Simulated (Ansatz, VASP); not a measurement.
# ZnS in VASP and in Ansatz

```xyz
16
Lattice="3.8477 0.0000 0.0000 -1.9238 3.3322 0.0000 0.0000 0.0000 25.1592" Properties=species:S:1:pos:R:3 pbc="T T T"
Zn    0.0000    0.0000    0.0007
Zn    0.0000    0.0000   12.5803
Zn    0.0000    2.2215    3.1436
Zn    1.9238    1.1107   15.7232
Zn    0.0000    2.2215    9.4380
Zn    1.9238    1.1107   22.0176
Zn    0.0000    2.2215   18.8704
Zn    1.9238    1.1107    6.2908
S     0.0000    0.0000    2.3582
S     0.0000    0.0000   14.9377
S     0.0000    2.2215    5.5008
S     1.9238    1.1107   18.0803
S     0.0000    2.2215   11.7947
S     1.9238    1.1107   24.3742
S     0.0000    2.2215   21.2314
S     1.9238    1.1107    8.6518
```

Alike in both runs: functional PBE; k mesh 12 × 12 × 2; occupations gaussian, width 0.02 eV; no spin polarisation.

Ansatz relaxed the structure, and its values are those at the end. VASP's run is a single point on that final structure, the one shown.

|  | VASP | Ansatz |
| --- | --- | --- |
| version | VASP 6.6.1 | Ansatz 0.2.0 |
| potentials or method | VASP PAW PBE potentials, release 64 (Zn, S), cutoff 520 eV | scalar-relativistic, plane waves, PAW |
| valence electrons in the cell | 144 | 144 |

```csv
,VASP,Ansatz,Ansatz less VASP
gap on the k mesh at the Fermi level (eV),2.04,2.03,-0.004
least direct gap on the mesh (eV),2.04,2.03,-0.004
pressure (GPa),0.4,0.0,-0.36
```

The functional is the same, so the differences come from potentials, cutoffs and numerics.
